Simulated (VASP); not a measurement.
A run of VASP 6.6.1:

File INCAR:

```
PREC = Accurate
ENCUT = 520
EDIFF = 1E-6
ISMEAR = 0
SIGMA = 0.02
LREAL = F
LASPH = T
NELM = 100
ALGO = Normal
ISIF = 2
LWAVE = F
LCHARG = T
LELF = T
LVHAR = T
NBANDS = 16
```

KPOINTS

```
Automatic mesh
0
Gamma
  10 10 10
```

Contents of POSCAR:

```
SrC2
1.0
   -1.9956891563      1.9956891563      3.3423800679
    1.9956891563     -1.9956891563      3.3423800679
    1.9956891563      1.9956891563     -3.3423800679
Sr C
1 2
Direct
    0.0000000000      0.0000000000      0.0000000000
    0.4063771331      0.4063771331      0.0000000000
    0.5936228669      0.5936228669      0.0000000000
```

Potentials or basis: VASP PAW LDA potentials, release 64 (Sr_sv, C).

The run is started by

```bash
$ cat potpaw_LDA.64/Sr_sv/POTCAR potpaw_LDA.64/C/POTCAR > POTCAR
$ mpirun -np 1 vasp_std > vasp.out
```

Hardware: 1 thread of Intel(R) Xeon(R) Platinum 8259CL CPU @ 2.50GHz (Skylake/Cascade Lake) (shared host).

Problem. How long does it take, and how much memory?

Solution. It took 2.7 min on 1 thread of Intel(R) Xeon(R) Platinum 8259CL CPU @ 2.50GHz (Skylake/Cascade Lake), with other jobs on the host, peak memory 0.23 GiB. Counts: scf iterations 14, k points 102.
